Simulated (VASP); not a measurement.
Wanted: the native input for a VASP 6.6.1 run.

- Task: single point
- Functional: PBE
- Dispersion: D3(BJ)
- Potentials or basis: VASP PAW PBE potentials, release 64 (S, Zr_sv, H)
- Cutoff: 400 eV
- k mesh: 6 × 6 × 1
- Occupations: gaussian, width 0.05 eV
- Spin: no spin polarisation
- Dipole correction: yes
- Further INCAR settings: ALGO = Normal; EDIFF = 1e-06; NBANDS = 62; NELMDL = -8

The structure of Zr2HS4 lies in POSCAR:

```
Zr2HS4
1.0
    7.2976778227      0.0000000000      0.0000000000
   -3.6488389114      6.3199743831      0.0000000000
    0.0000000000      0.0000000000     20.9171506047
S Zr H
8 4 2
Direct
    0.3333333333      0.1666666667      0.1912306354
    0.3333333333      0.6666666667      0.1912306354
    0.8333333333      0.1666666667      0.1912306354
    0.8333333333      0.6666666667      0.1912306354
    0.1666666667      0.3333333333      0.3306927762
    0.1666666667      0.8333333333      0.3306927762
    0.6666666667      0.3333333333      0.3306927762
    0.6666666667      0.8333333333      0.3306927762
    0.0000000000      0.0000000000      0.2609617058
    0.0000000000      0.5000000000      0.2609617058
    0.5000000000      0.0000000000      0.2609617058
    0.5000000000      0.5000000000      0.2609617058
    0.3036654916      0.6963345084      0.4549926892
    0.3630011751      0.6369988249      0.4549926892
```

These files were run (other wordings do the same):

INCAR

```
PREC = Accurate
ENCUT = 400
EDIFF = 1E-6
ISMEAR = 0
SIGMA = 0.05
LREAL = F
LASPH = T
NELM = 120
ALGO = Normal
ISIF = 2
LWAVE = F
LCHARG = T
LDIPOL = T
IDIPOL = 3
DIPOL = 0.5 0.5 0.289
GGA = PE
IVDW = 12
LELF = T
LVHAR = T
LVACPOTAV = T
NBANDS = 62
GGA_COMPAT = F
NELMDL = -8
```

KPOINTS

```
regular mesh
0
Gamma
  6 6 1
```

Potentials or basis: VASP PAW PBE potentials, release 64 (S, Zr_sv, H).

Run with:

```console
$ cat potpaw_PBE.64/S/POTCAR potpaw_PBE.64/Zr_sv/POTCAR potpaw_PBE.64/H/POTCAR > POTCAR
$ mpirun -np 1 vasp_std > vasp.out
```

Results of the run:

| Property | Result |
| --- | --- |
| Largest force | 0.054 eV/Å |
| Band gap on the k mesh | 1.10 eV |
| Dispersion energy per atom | -0.216 eV |

Run time: 17 min on 1 thread of Intel(R) Xeon(R) Platinum 8259CL CPU @ 2.50GHz (Skylake/Cascade Lake), with other jobs on the host, peak memory 0.91 GiB.
